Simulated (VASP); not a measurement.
A run of VASP 6.6.1 is set up as follows.

Contents of POSCAR:

```
CaMg3S4
1.0
   -2.6604735812      2.6604735812      5.2378681077
    2.6604735812     -2.6604735812      5.2378681077
    2.6604735812      2.6604735812     -5.2378681077
Mg S Ca
3 4 1
Direct
    0.7500000000      0.2500000000      0.5000000000
    0.0000000000      0.0000000000      0.0000000000
    0.2500000000      0.7500000000      0.5000000000
    0.5000000000      0.0000000000      0.5000000000
    0.7613327032      0.7613327032      0.0000000000
    0.0000000000      0.5000000000      0.5000000000
    0.2386672968      0.2386672968      0.0000000000
    0.5000000000      0.5000000000      0.0000000000
```

INCAR.step1

```
SYSTEM = CaMg3S4
ALGO = Normal
EDIFF = 1E-4
ENCUT = 520
GGA = PE
ISMEAR = 0
LASPH = .True.
LCHARG = .False.
LREAL = .False.
LWAVE = .True.
NBANDS = 30
NELM = 100
PREC = Accurate
SIGMA = 0.01
```

INCAR.step2

```
SYSTEM = CaMg3S4
ALGO = Normal
EDIFF = 1E-6
ENCUT = 520
ISIF = 2
ISMEAR = 0
ISTART = 1
LASPH = .True.
LCHARG = .False.
LMIXTAU = .True.
LREAL = .False.
LWAVE = .False.
METAGGA = R2SCAN
NBANDS = 30
NELM = 100
PREC = Accurate
SIGMA = 0.01
```

File KPOINTS:

```
k-points
0
Gamma
  6 6 6
  0 0 0
```

Potentials or basis: VASP PAW PBE potentials, release 64 (Mg, S, Ca_sv).

The run is started by

```console
$ cat potpaw_PBE.64/Mg/POTCAR potpaw_PBE.64/S/POTCAR potpaw_PBE.64/Ca_sv/POTCAR > POTCAR
$ cp INCAR.step1 INCAR
$ mpirun -np 1 vasp_std > vasp.out
$ cp INCAR.step2 INCAR
$ mpirun -np 1 vasp_std > vasp.out
```

Question: Predict the band gap on the k mesh.

Answer: 3.13 eV (least direct gap 3.48 eV).

Question: Estimate the pressure.

Answer: 2.2 GPa.

Forces in eV/Å, atoms in the order of the input:
```
Mg   0.000  0.000  0.000
Mg   0.000  0.000  0.000
Mg   0.000  0.000  0.000
S    0.000  0.000  0.000
S    0.000  0.000  0.027
S    0.000  0.000  0.000
S    0.000  0.000 -0.027
Ca   0.000  0.000  0.000
```

Caveat: the PAW data sets were made with another functional, which shifts forces and pressure a little. A k mesh can miss the band edges.
